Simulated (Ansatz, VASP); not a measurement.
## BN in VASP and in Ansatz

INCAR

```
ALGO = Normal
EDIFF = 1E-6
ENCUT = 520
GGA = CA
ISIF = 2
ISMEAR = 0
LASPH = True
LCHARG = False
LREAL = False
LWAVE = False
NBANDS = 16
NELM = 100
PREC = Accurate
SIGMA = 0.05
```

File KPOINTS:

```
k-points
0
Gamma
  12 12 6
```

POSCAR

```
BN
1.0
    2.5539396017      0.0000000000      0.0000000000
   -1.2769698009      2.2117765748      0.0000000000
    0.0000000000      0.0000000000      4.2268550000
B N
2 2
Direct
    0.6666666667      0.3333333333      1.0411259407
    0.3333333333      0.6666666667      0.4997240000
    0.6666666667      0.3333333333      0.6252760000
    0.3333333333      0.6666666667      0.1252760000
```

Input for Ansatz:

```yaml
crystal:
  lattice:
    - [2.5539396017, 0.0, 0.0]
    - [-1.2769698009, 2.2117765748, 0.0]
    - [0.0, 0.0, 4.226855]
  atoms:
    - { symbol: B, position: [0.6666666667, 0.3333333333, 1.0411259407] }
    - { symbol: B, position: [0.3333333333, 0.6666666667, 0.499724] }
    - { symbol: "N", position: [0.6666666667, 0.3333333333, 0.625276] }
    - { symbol: "N", position: [0.3333333333, 0.6666666667, 0.125276] }
basis:
  ecutwfc: 420
kpoints:
  mp_grid: { grid: [12, 12, 6] }
hamiltonian:
  xc: lda
scf:
  occupations: { method: gaussian, width: 0.05 }
output:
  forces: true
  stress: true
  eigenvalues: true
```

Alike in both runs: task single point; functional LDA; k mesh 12 × 12 × 6; occupations gaussian, width 0.05 eV; no spin polarisation.

|  | VASP | Ansatz |
| --- | --- | --- |
| version | VASP 6.6.1 | Ansatz 0.2.0 |
| potentials or method | VASP PAW LDA potentials, release 64 (B, N), cutoff 520 eV | scalar-relativistic, plane waves, PAW |
| valence electrons in the cell | 16 | 16 |

```csv
,VASP,Ansatz,Ansatz less VASP
gap on the k mesh at the Fermi level (eV),5.01,5.02,+0.012
least direct gap on the mesh (eV),7.42,7.42,+0.004
pressure (GPa),-8.2,-9.1,-0.84
"traceless stress, the component that is largest in VASP (GPa)",2.55,2.76,+0.208
rms of the force components (eV/Å),1.525,1.520,-0.0047
```

LDA's correlation is that of Perdew and Zunger in VASP and of Perdew and Wang (1992) in Ansatz. Atom by atom the forces differ by 0.008 eV/Å (rms over components).
